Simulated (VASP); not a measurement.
**Mo: density of states with PBE**

Mo:

```
Mo
1.0
     2.60358    0.00000    0.00000
     0.00000    2.60358    0.00000
     0.00000    0.00000    2.60358
Mo
1
Direct
  0.00000 0.00000 0.00000
```

```yaml
Program: VASP 6.6.1
Task: density of states
Functional: PBE
Potentials_or_basis: VASP PAW PBE potentials, release 64 (Mo_sv)
Cutoff: 520 eV
k_mesh: 16 × 16 × 16
Occupations: fermi-dirac, width 0.08 eV
Spin: no spin polarisation
Dipole_correction: no
k_mesh_for_the_DOS: 24 × 24 × 24
Occupations_for_the_DOS: tetrahedron
Further_INCAR_settings: ALGO = Normal; EDIFF = 1e-07
```

```yaml
Valence_electrons_inside_the_program's_atomic_spheres: Mo 12.58
```

Levels at points of the mesh, in eV from the Fermi level:
| k point | band 5 | band 6 | band 7 | band 8 | band 9 | band 10 |
| --- | --- | --- | --- | --- | --- | --- |
| (0.00, 0.00, 0.00) | -6.46 | -4.13 | -4.13 | 3.81 | 3.81 | 3.81 |
| (0.50, 0.00, 0.00) | -3.47 | -3.25 | 0.09 | 0.63 | 0.63 | 4.13 |
| (0.50, 0.50, 0.00) | -5.26 | -2.24 | 1.28 | 1.28 | 5.75 | 5.75 |
| (0.50, 0.50, 0.50) | -3.70 | -3.70 | -3.70 | 6.24 | 6.24 | 7.74 |

Wall time 56 s on 1 thread of Intel(R) Xeon(R) Platinum 8259CL CPU @ 2.50GHz (Skylake/Cascade Lake), on a shared host, peak memory 0.2 GiB.
